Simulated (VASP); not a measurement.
# Au (R-3m) in VASP: further runs

Runs on Au. Level: PBE. Tasks: single point, relaxation of cell and atoms.

Everything below comes from runs of VASP 6.6.1. Logs are shortened: lines on timing, memory, paths and dates and some standing lists are left out, and cuts for length are marked.

## 1. The cell of the first run

The structure is trigonal, space group R-3m (No. 166). The conventional cell has a = 7.424 Å, b = 7.424 Å, c = 19.427 Å, α = 90.00°, β = 90.00°, γ = 120.00°. Au (site symmetry m) has 6 Au at 2.64 to 2.81 Å within 3.5 Å. Au (site symmetry m) has 7 Au at 2.73 to 2.91 Å within 3.6 Å.

## 2. Single point, PBE

File INCAR:

```
ALGO = Normal
EDIFF = 1E-6
ENCUT = 520
GGA = PE
ISIF = 2
ISMEAR = 0
LASPH = True
LCHARG = True
LELF = True
LREAL = False
LVHAR = True
LWAVE = False
NBANDS = 78
NELM = 100
PREC = Accurate
SIGMA = 0.1
```

File KPOINTS:

```
k-points
0
Gamma
  3 3 3
```

File POSCAR:

```
Au
1.0
    3.7117764300      2.1429951210      6.4756562181
   -3.7117764300      2.1429951210      6.4756562181
    0.0000000000     -4.2859902420      6.4756562181
Au
12
Direct
    0.0216920690      0.6436077471      0.0216920690
    0.0216920690      0.0216920690      0.6436077471
    0.6436077471      0.0216920690      0.0216920690
    0.9783079310      0.3563922529      0.9783079310
    0.3563922529      0.9783079310      0.9783079310
    0.9783079310      0.9783079310      0.3563922529
    0.2378900236      0.6055479192      0.2378900236
    0.2378900236      0.2378900236      0.6055479192
    0.6055479192      0.2378900236      0.2378900236
    0.7621099764      0.3944520808      0.7621099764
    0.3944520808      0.7621099764      0.7621099764
    0.7621099764      0.7621099764      0.3944520808
```

Potentials or basis: VASP PAW PBE potentials, release 64 (Au).

The run is started by

```
$ cat potpaw_PBE.64/Au/POTCAR > POTCAR
$ mpirun -np 1 vasp_std > vasp.out
```

OUTCAR:

```text
EDIFF = 1E-6
   ENCUT = 520
   GGA = PE
   ISIF = 2
   ISMEAR = 0
   LASPH = True
   LREAL = False
   NELM = 100
   PREC = Accurate

 ion  position               nearest neighbor table
   1  0.022  0.644  0.022-   4 2.64   7 2.78  11 2.80  12 2.80   2 2.81   3 2.81
   2  0.022  0.022  0.644-   6 2.64   8 2.78  10 2.80  11 2.80   1 2.81   3 2.81
   3  0.644  0.022  0.022-   5 2.64   9 2.78  10 2.80  12 2.80   2 2.81   1 2.81
   4  0.978  0.356  0.978-   1 2.64  10 2.78   9 2.80   8 2.80   6 2.81   5 2.81
   5  0.356  0.978  0.978-   3 2.64  11 2.78   7 2.80   8 2.80   6 2.81   4 2.81
   6  0.978  0.978  0.356-   2 2.64  12 2.78   9 2.80   7 2.80   5 2.81   4 2.81
   7  0.238  0.606  0.238-   8 2.73   9 2.73   1 2.78   5 2.80   6 2.80  11 2.91  12 2.91
   8  0.238  0.238  0.606-   7 2.73   9 2.73   2 2.78   4 2.80   5 2.80  10 2.91  11 2.91
   9  0.606  0.238  0.238-   8 2.73   7 2.73   3 2.78   4 2.80   6 2.80  10 2.91  12 2.91
  10  0.762  0.394  0.762-  12 2.73  11 2.73   4 2.78   3 2.80   2 2.80   9 2.91   8 2.91
  11  0.394  0.762  0.762-  12 2.73  10 2.73   5 2.78   1 2.80   2 2.80   7 2.91   8 2.91
  12  0.762  0.762  0.394-  10 2.73  11 2.73   6 2.78   3 2.80   1 2.80   7 2.91   9 2.91

  LATTYP: Found a trigonal (rhomboedric) cell.
 ALAT       =     7.7655544432
 COS(alpha) =     0.5430710474

  Lattice vectors:

 A1 = (   3.7117764300,   2.1429951210,   6.4756562181)
 A2 = (  -3.7117764300,   2.1429951210,   6.4756562181)
 A3 = (   0.0000000000,  -4.2859902420,   6.4756562181)

Analysis of symmetry for initial positions (statically):
=====================================================================
 Subroutine PRICEL returns:
 Original cell was already a primitive cell.

 Routine SETGRP: Setting up the symmetry group for a
 trigonal (rhombohedral) supercell.

 Subroutine GETGRP returns: Found 12 space group operations
 (whereof 12 operations were pure point group operations)
 out of a pool of 12 trial point group operations.

The static configuration has the point symmetry D_3d.

Analysis of symmetry for dynamics (positions and initial velocities):
=====================================================================
 Subroutine PRICEL returns:
 Original cell was already a primitive cell.

 Routine SETGRP: Setting up the symmetry group for a
 trigonal (rhombohedral) supercell.

 Subroutine GETGRP returns: Found 12 space group operations
 (whereof 12 operations were pure point group operations)
 out of a pool of 12 trial point group operations.

The dynamic configuration has the point symmetry D_3d.

 Subroutine INISYM returns: Found 12 space group operations
 (whereof 12 operations are pure point group operations),
 and found     1 'primitive' translations

----------------------------------------------------------------------------------------

                                     Primitive cell

  volume of cell :     309.0566

  direct lattice vectors                    reciprocal lattice vectors
     3.711776430  2.142995121  6.475656218     0.134706389  0.077772770  0.051474835
    -3.711776430  2.142995121  6.475656218    -0.134706389  0.077772770  0.051474835
     0.000000000 -4.285990242  6.475656218     0.000000000 -0.155545540  0.051474835

  length of vectors
     7.765554443  7.765554443  7.765554443     0.163841611  0.163841611  0.163841611

  position of ions in fractional coordinates (direct lattice)
     0.021692069  0.643607747  0.021692069
     0.021692069  0.021692069  0.643607747
     0.643607747  0.021692069  0.021692069
     0.978307931  0.356392253  0.978307931
     0.356392253  0.978307931  0.978307931
     0.978307931  0.978307931  0.356392253
     0.237890024  0.605547919  0.237890024
     0.237890024  0.237890024  0.605547919
     0.605547919  0.237890024  0.237890024
     0.762109976  0.394452081  0.762109976
     0.394452081  0.762109976  0.762109976
     0.762109976  0.762109976  0.394452081

  ion indices of the primitive-cell ions
   primitive index   ion index
                 1           1
                 2           2
                 3           3
                 4           4
                 5           5
                 6           6
                 7           7
                 8           8
                 9           9
                10          10
                11          11
                12          12

----------------------------------------------------------------------------------------

 KPOINTS: k-points

Automatic generation of k-mesh.
 Grid dimensions read from file:
 generate k-points for:    3    3    3

 Generating k-lattice:

  Cartesian coordinates                     Fractional coordinates (reciprocal lattice)
     0.044902130  0.025924257  0.017158278     0.333333333 -0.000000000  0.000000000
    -0.044902130  0.025924257  0.017158278    -0.000000000  0.333333333  0.000000000
     0.000000000 -0.051848513  0.017158278     0.000000000  0.000000000  0.333333333

  Length of vectors
     0.054613870  0.054613870  0.054613870

  Shift w.r.t. Gamma in fractional coordinates (k-lattice)
     0.000000000  0.000000000  0.000000000

 Subroutine IBZKPT returns following result:
 ===========================================

 Found      6 irreducible k-points:

 Following reciprocal coordinates:
            Coordinates               Weight
  0.000000  0.000000  0.000000      1.000000
  0.333333 -0.000000 -0.000000      6.000000
  0.333333  0.333333 -0.000000      6.000000
 -0.333333  0.333333  0.000000      6.000000
  0.333333  0.333333  0.333333      2.000000
 -0.333333  0.333333  0.333333      6.000000
   k-points           NKPTS =      6   k-points in BZ     NKDIM =      6   number of bands    NBANDS=     78
   number of dos      NEDOS =    301   number of ions     NIONS =     12
   total plane-waves  NPLWV = 216000
   dimension x,y,z NGX =    60 NGY =   60 NGZ =   60
   dimension x,y,z NGXF=   120 NGYF=  120 NGZF=  120
   ions per type =              12
   NGX,Y,Z   is equivalent  to a cutoff of  12.84, 12.84, 12.84 a.u.
   NGXF,Y,Z  is equivalent  to a cutoff of  25.69, 25.69, 25.69 a.u.
 SYSTEM =  unknown system
   PREC   = accura    normal or accurate (medium, high low for compatibility)
   ISTART =      0    job   : 0-new  1-cont  2-samecut
   ICHARG =      2    charge: 1-file 2-atom 10-const
   ISPIN  =      1    spin polarized calculation?
   LNONCOLLINEAR =      F non collinear calculations
   LSORBIT =      F    spin-orbit coupling
   LASPH  =      T    aspherical Exc in radial PAW
   ENCUT  =  520.0 eV  38.22 Ry    6.18 a.u.  14.44 14.44 14.44*2*pi/ulx,y,z
   NELM   =    100;   NELMIN=  2; NELMDL= -5     # of ELM steps
   EDIFF  = 0.1E-05   stopping-criterion for ELM
   LREAL  =      F    real-space projection
   EDIFFG = 0.1E-04   stopping-criterion for IOM
   NSW    =      0    number of steps for IOM
   IBRION =     -1    ionic relax: 0-MD 1-quasi-New 2-CG
   NFREE  =      0    steps in history (QN), initial steepest desc. (CG)
   ISIF   =      2    stress and relaxation
   ISYM   =      2    0-nonsym 1-usesym 2-fastsym
   POTIM  = 0.5000    time-step for ionic-motion
   TEBEG  =    0.0;   TEEND  =   0.0 temperature during run
   PSTRESS=    0.0 pullay stress
   NELECT =     132.0000    total number of electrons
   NUPDOWN=      -1.0000    fix difference up-down
   EMIN   =  10.00;   EMAX   =-10.00  energy-range for DOS
   EFERMI =   0.00;   METHOD = LEGACY
   ISMEAR =     0;   SIGMA  =   0.10  broadening in eV -4-tet -1-fermi 0-gaus
   EFERMI_NEDOS =   21; number of points for ismear=-14 and -15
   IALGO  =     38    algorithm
   IMIX   =      4    mixing-type and parameters
     AMIX     =   0.40;   BMIX     =  1.00
     AMIX_MAG =   1.60;   BMIX_MAG =  1.00
  volume/ion in A,a.u.               =      25.75       173.80
  Fermi-wavevector in a.u.,A,eV,Ry     =   1.232878  2.329802 20.680697  1.519988
  Thomas-Fermi vector in A             =   2.367631
   LORBIT       =      0    0 simple, 1 ext, 2 COOP (PROOUT), +10 PAW based schemes
   GGA     = PE    functional components
   LHFCALC =     F    Hartree Fock is set to
   AEXX    =    0.0000 exact exchange contribution
   IVDW    =     0    specifies the selected vdW correction
   LEPSILON=     F    determine dielectric tensor
   LRPA    =     F    only Hartree local field effects (RPA)
 non-spin polarized calculation
 Gauss-broadening in eV      SIGMA  =   0.10
  energy-cutoff  :      520.00
  volume of cell :      309.06
 maximum number of plane-waves:      8339
 NGX is ok and might be reduce to    60
   NGX = 29   NGY = 29   NGZ = 29

 number of electron     132.0000012 magnetization

 Free energy of the ion-electron system (eV)
  ---------------------------------------------------
  ext. energy  EPLUGINS =         0.00000000
  ---------------------------------------------------
  free energy    TOTEN  =       -33.92976751 eV

  energy without entropy =      -33.92951569  energy(sigma->0) =      -33.92964160

 E-fermi :   4.0478     XC(G=0):  -9.9131

 val. band max:        3.8261040607   @ k =   0.3333   0.3333   0.3333
 cond. band min:       4.2778881017   @ k =   0.3333  -0.0000  -0.0000
 fundamental gap:      0.4517840410
 Fermi energy:         4.0477886097

 k-point     1 :       0.0000    0.0000    0.0000
  band No.  band energies     occupation
      1      -3.2595      2.00000
      2      -1.4851      2.00000
      3      -1.3828      2.00000
      4      -1.3188      2.00000
      5      -1.3188      2.00000
      6      -1.1888      2.00000
[... 70 lines left out ...]
     77       9.5852      0.00000
     78      10.4374      0.00000
[... 403 lines left out ...]
     77       8.9749      0.00000
     78       9.1869      0.00000

------------------------ aborting loop because EDIFF is reached ----------------------------------------

  FORCE on cell =-STRESS in cart. coord.  units (eV):
  Direction    XX          YY          ZZ          XY          YZ          ZX
  --------------------------------------------------------------------------------------
  -------------------------------------------------------------------------------------
  Total       -0.1783055     -0.1783055     -0.1796038      0.0000000      0.0000000      0.0000000
  in kB       -0.9243519     -0.9243519     -0.9310821      0.0000000      0.0000000      0.0000000
  external PRESSURE =      -0.9265953 kB  Pullay stress =       0.0000000 kB

 VOLUME and BASIS-vectors are now :
 -----------------------------------------------------------------------------
  energy-cutoff  :      520.00
  volume of cell :      309.06
      direct lattice vectors                 reciprocal lattice vectors
     3.711776430  2.142995121  6.475656218     0.134706389  0.077772770  0.051474835
    -3.711776430  2.142995121  6.475656218    -0.134706389  0.077772770  0.051474835
     0.000000000 -4.285990242  6.475656218     0.000000000 -0.155545540  0.051474835

 POSITION                                       TOTAL-FORCE (eV/Angst)
 -----------------------------------------------------------------------------------
     -2.30841      1.33276      4.44872         0.000084     -0.000049     -0.002241
      0.00000     -2.66552      4.44872         0.000000      0.000097     -0.002241
      2.30841      1.33276      4.44872        -0.000084     -0.000049     -0.002241
      2.30841     -1.33276     14.97825        -0.000084      0.000049      0.002241
     -2.30841     -1.33276     14.97825         0.000084      0.000049      0.002241
      0.00000      2.66552     14.97825         0.000000     -0.000097      0.002241
     -1.36466      0.78789      7.00231        -0.001499      0.000866     -0.007880
      0.00000     -1.57578      7.00231         0.000000     -0.001731     -0.007880
      1.36466      0.78789      7.00231         0.001499      0.000866     -0.007880
      1.36466     -0.78789     12.42466         0.001499     -0.000866      0.007880
     -1.36466     -0.78789     12.42466        -0.001499     -0.000866      0.007880
      0.00000      1.57578     12.42466         0.000000      0.001731      0.007880
 -----------------------------------------------------------------------------------
    total drift:                                0.000000      0.000000     -0.000000

  FREE ENERGIE OF THE ION-ELECTRON SYSTEM (eV)
  ---------------------------------------------------
  free  energy   TOTEN  =       -33.9297675120 eV

  energy  without entropy=      -33.9295156922  energy(sigma->0) =      -33.92964160
```

Wall time 3.6 min (1 thread of Intel Xeon Platinum 8375C at 2.90GHz (Ice Lake), shared host); peak memory 0.5 GiB.

What came out:

| Quantity | Value |
| --- | --- |
| Free energy | -33.9298 eV |
| Pressure | -0.1 GPa |
| Largest force | 0.008 eV/Å |
| Band gap on the k mesh | zero (band 66 reaches 4.44 eV, above the bottom of band 67 at 3.65 eV) |

Forces in eV/Å, atoms in the order of the input:
```
Au   0.000  0.000 -0.002
Au   0.000  0.000 -0.002
Au   0.000  0.000 -0.002
Au   0.000  0.000  0.002
Au   0.000  0.000  0.002
Au   0.000  0.000  0.002
Au  -0.001  0.001 -0.008
Au   0.000 -0.002 -0.008
Au   0.001  0.001 -0.008
Au   0.001 -0.001  0.008
Au  -0.001 -0.001  0.008
Au   0.000  0.002  0.008
```

Caveat: spin-orbit coupling is left out, which moves the levels of the heavy elements.

## 3. Relaxation of cell and atoms, PBE

This run uses another cell than the first one, of 19.31 Å³/atom, 0.750 times its volume.

File INCAR:

```
PREC = Accurate
ENCUT = 600
EDIFF = 1E-6
ISMEAR = 0
SIGMA = 0.1
LREAL = F
LASPH = T
NELM = 100
ALGO = Normal
ISIF = 3
LWAVE = F
LCHARG = F
GGA = PE
IBRION = 2
NSW = 90
EDIFFG = -0.04
```

File KPOINTS:

```
Automatic mesh
0
Gamma
  3 3 3
```

File POSCAR:

```
Au
1.0
    3.3977989482      1.9617201374      5.7946136720
   -3.3977989482      1.9617201374      5.7946136720
    0.0000000000     -3.9234402747      5.7946136720
Au
12
Direct
    0.0101900000      0.6536100000      0.0101900000
    0.0101900000      0.0101900000      0.6536100000
    0.6536100000      0.0101900000      0.0101900000
    0.9898100000      0.3463900000      0.9898100000
    0.3463900000      0.9898100000      0.9898100000
    0.9898100000      0.9898100000      0.3463900000
    0.2211800000      0.6306000000      0.2211800000
    0.2211800000      0.2211800000      0.6306000000
    0.6306000000      0.2211800000      0.2211800000
    0.7788200000      0.3694000000      0.7788200000
    0.3694000000      0.7788200000      0.7788200000
    0.7788200000      0.7788200000      0.3694000000
```

Potentials or basis: VASP PAW PBE potentials, release 64 (Au).

The run is started by

```
$ cat potpaw_PBE.64/Au/POTCAR > POTCAR
$ mpirun -np 1 vasp_std > vasp.out
```

Run time: 40 min. Hardware: 1 thread of Intel Xeon Platinum 8375C at 2.90GHz (Ice Lake), shared host; peak memory 0.49 GiB.

It converged, with:

```yaml
Free_energy: -33.8901 eV
Relaxed_volume: 25.70 Å³/atom
Relaxed_cell: a = 7.774 Å, b = 7.774 Å, c = 7.774 Å, α = 56.88°, β = 56.88°, γ = 56.88°
Space_group_after_relaxing_to_0.05_Å: R-3m (No. 166)
Energy_gained_by_relaxing: 1166.7 meV/atom
Ionic_steps: 18
Pressure_after_relaxing: 0.2 GPa
Largest_force_after_relaxing: 0.039 eV/Å
Band_gap_on_the_k_mesh: zero (band 66 reaches 4.46 eV, above the bottom of band 67 at 3.68 eV)
```

Forces in eV/Å, atoms in the order of the input:
```
Au   0.023 -0.013 -0.012
Au   0.000  0.027 -0.012
Au  -0.023 -0.013 -0.012
Au  -0.023  0.013  0.012
Au   0.023  0.013  0.012
Au   0.000 -0.027  0.012
Au  -0.012  0.007  0.037
Au   0.000 -0.013  0.037
Au   0.012  0.007  0.037
Au   0.012 -0.007 -0.037
Au  -0.012 -0.007 -0.037
Au   0.000  0.013 -0.037
```

Stress tensor (GPa, compression positive):
```
0.23 0.00 0.00
0.00 0.23 0.00
0.00 0.00 0.13
```

The path:
```tsv
step	energy change (eV)	largest force (eV/Å)	pressure (GPa)	volume (Å³)
1	0.0000	7.4524	62.61	231.75
2	-0.7206	0.6280	-6.36	587.83
3	-3.9262	0.3757	-7.54	511.73
4	-7.0519	0.7643	-8.24	450.11
5	-13.1248	2.1062	-3.27	328.97
6	-12.5732	2.3039	10.34	281.59
7	-13.3819	2.2507	-0.43	313.85
8	-13.4008	2.2789	0.68	309.15
9	-13.8609	0.5646	-1.24	317.17
10	-13.8996	0.4443	-1.06	315.12
11	-13.9681	0.2908	0.24	309.15
12	-13.9721	0.2503	0.68	307.36
13	-13.9945	0.1197	0.07	309.29
14	-13.9951	0.1187	-0.03	309.64
15	-13.9992	0.0496	-0.08	309.72
16	-13.9994	0.0537	-0.09	309.73
17	-14.0004	0.0473	0.03	309.13
18	-14.0008	0.0394	0.19	308.36
```

Final structure:
```cif
data_structure
_symmetry_space_group_name_H-M 'P 1'
_symmetry_Int_Tables_number 1
_cell_length_a 7.7744
_cell_length_b 7.7744
_cell_length_c 7.7744
_cell_angle_alpha 56.882
_cell_angle_beta 56.882
_cell_angle_gamma 56.882
_cell_volume 308.36
loop_
_atom_site_label
_atom_site_type_symbol
_atom_site_fract_x
_atom_site_fract_y
_atom_site_fract_z
_atom_site_occupancy
Au1 Au 0.02136 0.64362 0.02136 1
Au2 Au 0.02136 0.02136 0.64362 1
Au3 Au 0.64362 0.02136 0.02136 1
Au4 Au 0.97864 0.35638 0.97864 1
Au5 Au 0.35638 0.97864 0.97864 1
Au6 Au 0.97864 0.97864 0.35638 1
Au7 Au 0.23684 0.60497 0.23684 1
Au8 Au 0.23684 0.23684 0.60497 1
Au9 Au 0.60497 0.23684 0.23684 1
Au10 Au 0.76316 0.39503 0.76316 1
Au11 Au 0.39503 0.76316 0.76316 1
Au12 Au 0.76316 0.76316 0.39503 1
```

Levels at points of the mesh, in eV from the Fermi level:
| k point | band 64 | band 65 | band 66 | band 67 | band 68 | band 69 |
| --- | --- | --- | --- | --- | --- | --- |
| (0.00, 0.00, 0.00) | -0.61 | -0.61 | -0.39 | -0.39 | -0.36 | 0.24 |

Caveat: the k points lie up to 0.34 Å⁻¹ apart in the final cell; the volume moved by over 15 % at a fixed basis, so the end points are rough; spin-orbit coupling is left out, which moves the levels of the heavy elements.
